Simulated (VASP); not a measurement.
Wanted: the native input for a VASP 6.6.1 run.

```yaml
Task: single point
Functional: PBEsol
Potentials_or_basis: VASP PAW PBE potentials, release 64 (W_sv, Se)
Cutoff: 520 eV
k_mesh: 12 × 12 × 2
Occupations: gaussian, width 0.02 eV
Spin: no spin polarisation
Dipole_correction: no
Further_INCAR_settings: ALGO = Normal; EDIFF = 1e-07; NBANDS = 35
```

The structure of WSe2 lies in POSCAR:

```
WSe2
1.0
    3.2383849128      0.0000000000      0.0000000000
   -1.6191924564      2.8045236017      0.0000000000
    0.0000000000      0.0000000000     13.0914344443
W Se
2 4
Direct
    0.6666666667      0.3333333333      0.7500000000
    0.3333333333      0.6666666667      0.2500000000
    0.3333333333      0.6666666667      0.8787768044
    0.6666666667      0.3333333333      0.3787768044
    0.3333333333      0.6666666667      0.6212231956
    0.6666666667      0.3333333333      0.1212231956
```

This cell differs from its parent crystal: equal strain along all axes, cell held: -1.0 %, then relaxed in part.

One way to write it, as run:

INCAR

```
SYSTEM = WSe2
ALGO = Normal
EDIFF = 1E-7
ENCUT = 520
GGA = PS
ISIF = 2
ISMEAR = 0
LASPH = .TRUE.
LCHARG = .FALSE.
LREAL = .FALSE.
LWAVE = .FALSE.
NBANDS = 35
NELM = 100
PREC = Accurate
SIGMA = 0.02
```

KPOINTS

```
k-points
0
G
  12 12 2
  0 0 0
```

Potentials or basis: VASP PAW PBE potentials, release 64 (W_sv, Se).

Run with:

```console
$ cat potpaw_PBE.64/W_sv/POTCAR potpaw_PBE.64/Se/POTCAR > POTCAR
$ mpirun -np 1 vasp_std > vasp.out
```

It gave:

```yaml
Pressure: 2.3 GPa
Largest_force: 0.063 eV/Å
Band_gap_on_the_k_mesh: 1.00 eV (least direct gap 1.72 eV)
```

Caveat: the cell differs from its parent crystal (equal strain along all axes, cell held: -1.0 %, then relaxed in part); the PAW data sets were made with another functional, which shifts forces and pressure a little; spin-orbit coupling is left out, which moves the levels of the heavy elements; this functional lacks dispersion, which binds the layers, so the pressure and a relaxed spacing across them are unreliable.

Run time: 4.5 min on 1 thread of AMD EPYC 7571 (shared host), peak memory 0.27 GiB.
